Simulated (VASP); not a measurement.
Wanted: the native input for a VASP 6.6.1 run.

```yaml
Task: single point
Functional: PBE
Potentials_or_basis: VASP PAW PBE potentials, release 64 (Co, W_sv, Ni)
Cutoff: 520 eV
k_mesh: 1 × 1 × 1, shifted
Occupations: fermi-dirac, width 0.2025 eV
Spin: no spin polarisation
Dipole_correction: no
Further_INCAR_settings: LREAL = Auto; ALGO = Normal; EDIFF = 1e-06; NBANDS = 119; ISYM = 0
```

The structure of Co14NiW5 lies in POSCAR:

```
Co14NiW5
1.0
    6.4067140000     -0.0639040000     -0.2633820000
   -0.0639040000      6.1558140000      0.0545630000
   -0.2633820000      0.0545630000      6.6380590000
Co W Ni
14 5 1
Direct
    0.8295136345      0.9692682599      0.5225356955
    0.5050027315      0.2239319298      0.6283266285
    0.2531549410      0.4774647926      0.7907768737
    0.3111153719      0.3652850986      0.1887981318
    0.4504768613      0.5888603192      0.5647723997
    0.4747799690      0.0834953028      0.1724939088
    0.2486715552      0.7877023102      0.1196634755
   -0.1179949765      0.2333716131      0.8002200330
    0.9416043043      0.4601074218      0.0589515374
    0.5893024824      0.4477766947     -0.0363664097
    0.3557185562     -0.0723570779      0.4399236108
    0.6684586906      0.7611222002      0.2107011818
    0.8119252214      0.5944607492      0.6614091449
    0.2548963742      0.1526038167      0.8842106698
    0.0807581853      0.6193494712      0.4280121173
    0.0881553747      0.8475787739      0.7809174486
    0.6007481724      0.9092846958      0.8422511692
    0.8958499636      1.0594721920      0.1325375044
    0.7117808673      0.3817501065      0.3485511107
    0.1255326878      0.2335641932      0.5424795241
```

One way to write it, as run:

INCAR

```
ALGO = Normal
EDIFF = 1E-6
ENCUT = 520
GGA = PE
ISIF = 2
ISMEAR = -1
ISYM = 0
LASPH = True
LCHARG = False
LREAL = Auto
LWAVE = False
NBANDS = 119
NELM = 80
PREC = Accurate
SIGMA = 0.2025
```

KPOINTS

```
Automatic mesh
0
Gamma
  1 1 1
  0.25 0.25 0.25
```

Potentials or basis: VASP PAW PBE potentials, release 64 (Co, W_sv, Ni).

The run is started by

```sh
$ cat potpaw_PBE.64/Co/POTCAR potpaw_PBE.64/W_sv/POTCAR potpaw_PBE.64/Ni/POTCAR > POTCAR
$ mpirun -np 1 vasp_std > vasp.out
```

It gave:

The pressure is -5.7 GPa. The largest force is 3.128 eV/Å.

Caveat: the k points lie up to 1.02 Å⁻¹ apart, too coarse for converged energies, forces and pressures; the atoms stand as in a frame of molecular dynamics; the run has no spin polarisation, though such a crystal can be magnetic.

Wall time 3.2 min on 1 thread of Intel(R) Xeon(R) Platinum 8488C (Sapphire Rapids) (shared host), peak memory 0.35 GiB.
